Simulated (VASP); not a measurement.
Sr: single point with PBEsol

The system is Sr.

```
CELL_PARAMETERS angstrom
4.37100 0.00000 0.00000
0.00000 4.37100 0.00000
0.00000 0.00000 8.45000
ATOMIC_POSITIONS crystal
Sr 0.00000 0.50000 0.20000
Sr 0.50000 0.00000 0.80000
```

```yaml
Program: VASP 6.6.1
Task: single point
Functional: PBEsol
Potentials_or_basis: VASP PAW PBE potentials, release 64 (Sr_sv)
Cutoff: 520 eV
k_mesh: 4 × 4 × 4
Occupations: methfessel-paxton, width 0.1 eV
Spin: no spin polarisation
```

```json
{
  "Pressure": "-1.8 GPa",
  "Largest force": "0.183 eV/Å",
  "Band gap on the k mesh": "zero (band 10 reaches 0.42 eV, above the bottom of band 11 at 0.09 eV)"
}
```

Forces in eV/Å, atoms in the order of the input:
```
Sr   0.000  0.000 -0.183
Sr   0.000  0.000  0.183
```

Stress tensor (GPa, compression positive):
```
-1.46  0.00  0.00
 0.00 -1.46  0.00
 0.00  0.00 -2.55
```

Levels at points of the mesh, in eV from the Fermi level:
```tsv
k point	band 6	band 7	band 8	band 9	band 10	band 11	band 12	band 13	band 14	band 15
(0.00, 0.00, 0.00)	-19.07	-19.06	-19.06	-3.04	-1.20	-0.25	0.70	1.41	2.15	2.52
(0.50, 0.00, 0.00)	-19.10	-19.06	-19.06	-0.99	-0.99	0.45	0.45	0.92	0.92	2.51
(0.50, 0.50, 0.00)	-19.12	-19.10	-19.10	-0.07	-0.07	0.60	0.60	1.42	1.42	2.46
(0.00, 0.00, 0.50)	-19.07	-19.06	-19.06	-2.72	-2.05	0.54	0.77	1.31	1.63	2.66
(0.50, 0.00, 0.50)	-19.10	-19.06	-19.06	-0.91	-0.91	0.07	0.07	1.34	1.34	2.46
(0.50, 0.50, 0.50)	-19.12	-19.10	-19.10	0.08	0.08	0.66	0.66	1.27	1.27	1.84
```

Run time: 36 s on 1 thread of Intel(R) Xeon(R) Platinum 8375C CPU @ 2.90GHz (Ice Lake) (shared host), peak memory 0.26 GiB.

Caveat: the PAW data sets were made with another functional, which shifts forces and pressure a little.
